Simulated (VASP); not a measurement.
# Re (P6_3/mmc) in VASP: further runs

The runs below take Re through single point, with r2SCAN.

All numbers are computed with VASP 6.6.1; they aren't measurements. Logs are shortened: lines on timing, memory, paths and dates and some standing lists are left out, and cuts for length are marked.

## Step 1: The cell of the first run

Symmetry: P6_3/mmc, No. 194, hexagonal system. The conventional cell has a = 2.750 Å, b = 2.750 Å, c = 4.438 Å, α = 90.00°, β = 90.00°, γ = 120.00°. Re (site symmetry -6m2) has 12 Re at 2.73 to 2.75 Å within 3.6 Å.

## Step 2: Single point, r2SCAN

The input, POSCAR:

```
Re
1.0
    2.7504128176      0.0000000000      0.0000000000
   -1.3752064088      2.3819273709      0.0000000000
    0.0000000000      0.0000000000      4.4384494156
Re
2
Direct
    0.3333333333      0.6666666667      0.2500000000
    0.6666666667      0.3333333333      0.7500000000
```

The input, INCAR.step1:

```
ALGO = Normal
EDIFF = 1E-4
ENCUT = 520
GGA = PE
ISMEAR = 1
LASPH = T
LCHARG = F
LREAL = F
LWAVE = T
NBANDS = 14
NELM = 100
PREC = Accurate
SIGMA = 0.05
```

The input, INCAR.step2:

```
ALGO = Normal
EDIFF = 1E-6
ENCUT = 520
ISIF = 2
ISMEAR = 1
ISTART = 1
LASPH = T
LCHARG = F
LMIXTAU = T
LREAL = F
LWAVE = F
METAGGA = R2SCAN
NBANDS = 14
NELM = 100
PREC = Accurate
SIGMA = 0.05
```

The input, KPOINTS:

```
k-points
0
Gamma
  10 10 6
```

Potentials or basis: VASP PAW PBE potentials, release 64 (Re).

Run with:

```console
> cat potpaw_PBE.64/Re/POTCAR > POTCAR
> cp INCAR.step1 INCAR
> mpirun -np 1 vasp_std > vasp.out
> cp INCAR.step2 INCAR
> mpirun -np 1 vasp_std > vasp.out
```

OUTCAR:

```text
EDIFF = 1E-6
   ENCUT = 520
   ISIF = 2
   ISMEAR = 1
   ISTART = 1
   LASPH = T
   LREAL = F
   METAGGA = R2SCAN
   NELM = 100
   PREC = Accurate

 ion  position               nearest neighbor table
   1  0.333  0.667  0.250-   2 2.73   2 2.73   2 2.73   2 2.73   2 2.73   2 2.73
   2  0.667  0.333  0.750-   1 2.73   1 2.73   1 2.73   1 2.73   1 2.73   1 2.73

  LATTYP: Found a hexagonal cell.
 ALAT       =     2.7504128176
 C/A-ratio  =     1.6137393584

  Lattice vectors:

 A1 = (   2.7504128176,   0.0000000000,   0.0000000000)
 A2 = (  -1.3752064088,   2.3819273709,   0.0000000000)
 A3 = (   0.0000000000,   0.0000000000,   4.4384494156)

Analysis of symmetry for initial positions (statically):
=====================================================================
 Subroutine PRICEL returns:
 Original cell was already a primitive cell.

 Routine SETGRP: Setting up the symmetry group for a
 hexagonal supercell.

 Subroutine GETGRP returns: Found 24 space group operations
 (whereof 12 operations were pure point group operations)
 out of a pool of 24 trial point group operations.

The static configuration has the point symmetry D_3d.
 The point group associated with its full space group is D_6h.

Analysis of symmetry for dynamics (positions and initial velocities):
=====================================================================
 Subroutine PRICEL returns:
 Original cell was already a primitive cell.

 Routine SETGRP: Setting up the symmetry group for a
 hexagonal supercell.

 Subroutine GETGRP returns: Found 24 space group operations
 (whereof 12 operations were pure point group operations)
 out of a pool of 24 trial point group operations.

The dynamic configuration has the point symmetry D_3d.
 The point group associated with its full space group is D_6h.

 Subroutine INISYM returns: Found 24 space group operations
 (whereof 12 operations are pure point group operations),
 and found     1 'primitive' translations

----------------------------------------------------------------------------------------

                                     Primitive cell

  volume of cell :      29.0775

  direct lattice vectors                    reciprocal lattice vectors
     2.750412818  0.000000000  0.000000000     0.363581784  0.209914041  0.000000000
    -1.375206409  2.381927371  0.000000000     0.000000000  0.419828082  0.000000000
     0.000000000  0.000000000  4.438449416     0.000000000  0.000000000  0.225303908

  length of vectors
     2.750412818  2.750412818  4.438449416     0.419828082  0.419828082  0.225303908

  position of ions in fractional coordinates (direct lattice)
     0.333333333  0.666666667  0.250000000
     0.666666667  0.333333333  0.750000000

  ion indices of the primitive-cell ions
   primitive index   ion index
                 1           1
                 2           2

----------------------------------------------------------------------------------------

 KPOINTS: k-points

Automatic generation of k-mesh.
 Grid dimensions read from file:
 generate k-points for:   10   10    6

 Generating k-lattice:

  Cartesian coordinates                     Fractional coordinates (reciprocal lattice)
     0.036358178  0.020991404  0.000000000     0.100000000  0.000000000  0.000000000
     0.000000000  0.041982808  0.000000000     0.000000000  0.100000000  0.000000000
     0.000000000  0.000000000  0.037550651     0.000000000  0.000000000  0.166666667

  Length of vectors
     0.041982808  0.041982808  0.037550651

  Shift w.r.t. Gamma in fractional coordinates (k-lattice)
     0.000000000  0.000000000  0.000000000

 Subroutine IBZKPT returns following result:
 ===========================================

 Found     56 irreducible k-points:

 Following reciprocal coordinates:
            Coordinates               Weight
  0.000000  0.000000  0.000000      1.000000
  0.100000 -0.000000  0.000000      6.000000
  0.200000 -0.000000  0.000000      6.000000
  0.300000 -0.000000  0.000000      6.000000
  0.400000 -0.000000  0.000000      6.000000
  0.500000 -0.000000  0.000000      3.000000
[... 16 lines left out ...]
  0.300000  0.100000  0.166667     24.000000
  0.400000  0.100000  0.166667     24.000000
 [... further k-points ...]
   k-points           NKPTS =     56   k-points in BZ     NKDIM =     56   number of bands    NBANDS=     14
   number of dos      NEDOS =    301   number of ions     NIONS =      2
   total plane-waves  NPLWV =  14400
   dimension x,y,z NGX =    20 NGY =   20 NGZ =   36
   dimension x,y,z NGXF=    40 NGYF=   40 NGZF=   72
   ions per type =               2
   NGX,Y,Z   is equivalent  to a cutoff of  12.09, 12.09, 13.48 a.u.
   NGXF,Y,Z  is equivalent  to a cutoff of  24.18, 24.18, 26.97 a.u.
 SYSTEM =  unknown system
   PREC   = accura    normal or accurate (medium, high low for compatibility)
   ISTART =      1    job   : 0-new  1-cont  2-samecut
   ICHARG =      0    charge: 1-file 2-atom 10-const
   ISPIN  =      1    spin polarized calculation?
   LNONCOLLINEAR =      F non collinear calculations
   LSORBIT =      F    spin-orbit coupling
   LASPH  =      T    aspherical Exc in radial PAW
   ENCUT  =  520.0 eV  38.22 Ry    6.18 a.u.   5.11  5.11  8.25*2*pi/ulx,y,z
   NELM   =    100;   NELMIN=  2; NELMDL=  0     # of ELM steps
   EDIFF  = 0.1E-05   stopping-criterion for ELM
   LREAL  =      F    real-space projection
   EDIFFG = 0.1E-04   stopping-criterion for IOM
   NSW    =      0    number of steps for IOM
   IBRION =     -1    ionic relax: 0-MD 1-quasi-New 2-CG
   NFREE  =      0    steps in history (QN), initial steepest desc. (CG)
   ISIF   =      2    stress and relaxation
   ISYM   =      2    0-nonsym 1-usesym 2-fastsym
   POTIM  = 0.5000    time-step for ionic-motion
   TEBEG  =    0.0;   TEEND  =   0.0 temperature during run
   PSTRESS=    0.0 pullay stress
   NELECT =      14.0000    total number of electrons
   NUPDOWN=      -1.0000    fix difference up-down
   EMIN   =  10.00;   EMAX   =-10.00  energy-range for DOS
   EFERMI =   0.00;   METHOD = LEGACY
   ISMEAR =     1;   SIGMA  =   0.05  broadening in eV -4-tet -1-fermi 0-gaus
   EFERMI_NEDOS =   21; number of points for ismear=-14 and -15
   IALGO  =     38    algorithm
   IMIX   =      4    mixing-type and parameters
     AMIX     =   0.40;   BMIX     =  1.00
     AMIX_MAG =   1.60;   BMIX_MAG =  1.00
  volume/ion in A,a.u.               =      14.54        98.11
  Fermi-wavevector in a.u.,A,eV,Ry     =   1.283113  2.424732 22.400351  1.646379
  Thomas-Fermi vector in A             =   2.415385
   LORBIT       =      0    0 simple, 1 ext, 2 COOP (PROOUT), +10 PAW based schemes
   METAGGA = R2SCAN    functional components
   LHFCALC =     F    Hartree Fock is set to
   AEXX    =    0.0000 exact exchange contribution
   IVDW    =     0    specifies the selected vdW correction
   LEPSILON=     F    determine dielectric tensor
   LRPA    =     F    only Hartree local field effects (RPA)
 non-spin polarized calculation
 Methfessel and Paxton  Order N= 1 SIGMA  =   0.05
  energy-cutoff  :      520.00
  volume of cell :       29.08
 maximum number of plane-waves:       792
   NGX = 11   NGY = 11   NGZ = 17

 number of electron      14.0000001 magnetization

 Free energy of the ion-electron system (eV)
  ---------------------------------------------------
  ext. energy  EPLUGINS =         0.00000000
  ---------------------------------------------------
  free energy    TOTEN  =      -104.89016902 eV

  energy without entropy =     -104.88956116  energy(sigma->0) =     -104.88996640

 E-fermi :   7.8289     XC(G=0): -15.0614

 val. band max:        7.8193625542   @ k =   0.3000   0.2000   0.5000
 cond. band min:       7.8773889082   @ k =   0.3000   0.3000   0.5000
 fundamental gap:      0.0580263540
 Fermi energy:         7.8288603567

 k-point     1 :       0.0000    0.0000    0.0000
  band No.  band energies     occupation
      1      -2.5945      2.00000
      2       0.8147      2.00000
      3       6.1722      2.00000
      4       6.1816      2.00000
      5       6.1816      2.00000
      6       7.0655      2.00000
      7       7.0655      2.00000
      8       8.0484     -0.00000
      9       8.0484     -0.00000
     10       8.4175     -0.00000
     11      11.4141      0.00000
     12      11.4141      0.00000
     13      18.5665      0.00000
     14      22.6692      0.00000

 k-point     2 :       0.1000   -0.0000    0.0000
  band No.  band energies     occupation
      1      -2.1653      2.00000
      2       1.2091      2.00000
      3       5.4159      2.00000
      4       6.5761      2.00000
      5       6.6929      2.00000
      6       6.8928      2.00000
      7       6.9793      2.00000
      8       7.4374      2.00000
      9       7.7330      2.02070
     10       7.9278     -0.01707
     11      11.6221      0.00000
     12      12.9994      0.00000
     13      18.5344      0.00000
     14      23.5998      0.00000

 k-point     3 :       0.2000   -0.0000    0.0000
  band No.  band energies     occupation
      1      -1.0064      2.00000
      2       2.0673      2.00000
      3       4.6757      2.00000
      4       5.0918      2.00000
      5       6.1190      2.00000
      6       7.0645      2.00000
      7       7.4232      2.00000
      8       7.7124      2.00478
      9       7.8073      1.66018
     10       8.4968     -0.00000
     11      12.0009      0.00000
     12      15.5814      0.00000
     13      18.2532      0.00000
     14      24.9521      0.00000

 k-point     4 :       0.3000   -0.0000    0.0000
  band No.  band energies     occupation
      1       0.4277      2.00000
      2       2.2086      2.00000
      3       3.5637      2.00000
      4       4.7963      2.00000
      5       6.0961      2.00000
      6       6.4096      2.00000
      7       6.8913      2.00000
      8       9.3502      0.00000
      9       9.4170      0.00000
     10      10.0509      0.00000
     11      12.2857      0.00000
     12      17.7921      0.00000
     13      18.1422      0.00000
     14      22.0517      0.00000

 k-point     5 :       0.4000   -0.0000    0.0000
  band No.  band energies     occupation
      1       1.3425      2.00000
      2       1.7795      2.00000
      3       2.5912      2.00000
      4       5.4208      2.00000
      5       5.9602      2.00000
      6       6.5112      2.00000
      7       6.9030      2.00000
      8      11.2113      0.00000
      9      11.6728      0.00000
     10      11.6993      0.00000
     11      12.4293      0.00000
[... 276 lines left out ...]
 k-point    22 :       0.2000    0.1000    0.1667
  band No.  band energies     occupation
      1       0.2100      2.00000
      2       2.7675      2.00000
      3       3.7688      2.00000
      4       4.3437      2.00000
      5       5.6742      2.00000
      6       6.4531      2.00000
      7       7.0956      2.00000
      8       8.3533     -0.00000
      9       9.3042      0.00000
     10       9.7313      0.00000
     11      11.8648      0.00000
     12      15.4532      0.00000
     13      19.7564      0.00000
     14      24.0956      0.00000

 k-point    23 :       0.3000    0.1000    0.1667
  band No.  band energies     occupation
      1       1.2261      2.00000
      2       2.4565      2.00000
      3       3.1493      2.00000
      4       4.4288      2.00000
      5       5.8535      2.00000
      6       6.5787      2.00000
      7       6.9197      2.00000
      8       9.5848      0.00000
      9      10.9876      0.00000
     10      11.0893      0.00000
     11      12.3591      0.00000
     12      16.4829      0.00000
     13      19.1371      0.00000
     14      22.1004      0.00000

 k-point    24 :       0.4000    0.1000    0.1667
  band No.  band energies     occupation
      1       1.3726      2.00000
      2       2.0205      2.00000
      3       3.2354      2.00000
      4       4.3079      2.00000
      5       5.7394      2.00000
      6       7.2630      2.00000
      7       7.4000      2.00000
      8      11.1134      0.00000
      9      11.5651      0.00000
     10      12.1178      0.00000
     11      13.6814      0.00000
     12      16.0759      0.00000
     13      18.5191      0.00000
     14      20.5155      0.00000

 [... further k-points ...]
[... 5 lines left out ...]
  --------------------------------------------------------------------------------------
  -------------------------------------------------------------------------------------
  Total        0.7082106      0.7082106      0.8563163     -0.0000000      0.0000000     -0.0000000
  in kB       39.0225204     39.0225204     47.1831728     -0.0000000      0.0000000     -0.0000000
  external PRESSURE =      41.7427378 kB  Pullay stress =       0.0000000 kB

 VOLUME and BASIS-vectors are now :
 -----------------------------------------------------------------------------
  energy-cutoff  :      520.00
  volume of cell :       29.08
      direct lattice vectors                 reciprocal lattice vectors
     2.750412818  0.000000000  0.000000000     0.363581784  0.209914041  0.000000000
    -1.375206409  2.381927371  0.000000000     0.000000000  0.419828082  0.000000000
     0.000000000  0.000000000  4.438449416     0.000000000  0.000000000  0.225303908

 POSITION                                       TOTAL-FORCE (eV/Angst)
 -----------------------------------------------------------------------------------
     -0.00000      1.58795      1.10961         0.000000     -0.000000      0.000000
      1.37521      0.79398      3.32884        -0.000000      0.000000      0.000000
 -----------------------------------------------------------------------------------
    total drift:                               -0.000000      0.000000     -0.000000

  FREE ENERGIE OF THE ION-ELECTRON SYSTEM (eV)
  ---------------------------------------------------
  free  energy   TOTEN  =      -104.8901690219 eV

  energy  without entropy=     -104.8895611632  energy(sigma->0) =     -104.88996640
```

Wall time 38 s (1 thread of Intel Xeon 6975P-C (Granite Rapids), shared host); peak memory 0.15 GiB.

Results:

- Free energy: -104.8902 eV
- Pressure: 4.2 GPa
- Band gap on the k mesh: zero (band 7 reaches 9.48 eV, above the bottom of band 8 at 6.04 eV)

Levels at points of the mesh, in eV from the Fermi level:
```tsv
k point	band 5	band 6	band 7	band 8	band 9	band 10
(0.00, 0.00, 0.00)	-1.65	-0.76	-0.76	0.22	0.22	0.59
(0.50, 0.00, 0.00)	-1.88	-1.45	-0.63	4.20	4.64	4.76
(0.00, 0.00, 0.50)	-1.79	-1.79	-1.79	-1.79	2.72	2.72
(0.50, 0.00, 0.50)	0.44	0.44	0.94	0.94	4.52	4.52
```

Caveat: the PAW data sets were made with another functional, which shifts forces and pressure a little; spin-orbit coupling is left out, which moves the levels of the heavy elements.

## Step 3: Single point, r2SCAN

This run uses another cell than the first one, of 14.83 Å³/atom, 1.020 times its volume.

The input, POSCAR:

```
Re
1.0
    2.7688107747      0.0000000000      0.0000000000
   -1.3844053874      2.3978604692      0.0000000000
    0.0000000000      0.0000000000      4.4681389231
Re
2
Direct
    0.3333333333      0.6666666667      0.2500000000
    0.6666666667      0.3333333333      0.7500000000
```

The input, INCAR.step1:

```
SYSTEM = Re
ALGO = Normal ; EDIFF = 1E-4
ENCUT = 520 ; GGA = PE
ISMEAR = 1 ; LASPH = .True.
LCHARG = .False. ; LREAL = .False.
LWAVE = .True. ; NBANDS = 14
NELM = 100 ; PREC = Accurate
SIGMA = 0.05
```

The input, INCAR.step2:

```
SYSTEM = Re
ALGO = Normal ; EDIFF = 1E-6
ENCUT = 520 ; ISIF = 2
ISMEAR = 1 ; ISTART = 1
LASPH = .True. ; LCHARG = .True.
LELF = .True. ; LMIXTAU = .True.
LREAL = .False. ; LVHAR = .True.
LWAVE = .False. ; METAGGA = R2SCAN
NBANDS = 14 ; NELM = 100
PREC = Accurate ; SIGMA = 0.05
```

The input, KPOINTS:

```
k-points
0
Gamma
  10 10 6
  0 0 0
```

Potentials or basis: VASP PAW PBE potentials, release 64 (Re).

Run with:

```console
> cat potpaw_PBE.64/Re/POTCAR > POTCAR
> cp INCAR.step1 INCAR
> mpirun -np 1 vasp_std > vasp.out
> cp INCAR.step2 INCAR
> mpirun -np 1 vasp_std > vasp.out
```

It took 40 s on 1 thread of Intel Xeon 6975P-C (Granite Rapids), shared host; peak memory 0.17 GiB.

Results (log left out):

```yaml
Free_energy: -104.8912 eV
Pressure: -3.7 GPa
Band_gap_on_the_k_mesh: zero (band 7 reaches 9.16 eV, above the bottom of band 8 at 5.85 eV)
```

Stress tensor (GPa, compression positive):
```
-3.84  0.00  0.00
 0.00 -3.84  0.00
 0.00  0.00 -3.56
```

Levels at points of the mesh, in eV from the Fermi level:
```csv
k point,band 3,band 4,band 5,band 6,band 7,band 8,band 9,band 10,band 11,band 12
"(0.00, 0.00, 0.00)",-1.61,-1.59,-1.59,-0.74,-0.74,0.22,0.22,0.54,3.49,3.49
"(0.50, 0.00, 0.00)",-5.42,-1.96,-1.87,-1.42,-0.62,4.07,4.50,4.61,6.20,7.29
"(0.00, 0.00, 0.50)",-2.47,-2.47,-1.73,-1.73,-1.73,-1.73,2.64,2.64,2.64,2.64
"(0.50, 0.00, 0.50)",-4.22,-4.22,0.43,0.43,0.89,0.89,4.39,4.39,4.90,4.90
```

Caveat: the PAW data sets were made with another functional, which shifts forces and pressure a little; spin-orbit coupling is left out, which moves the levels of the heavy elements.
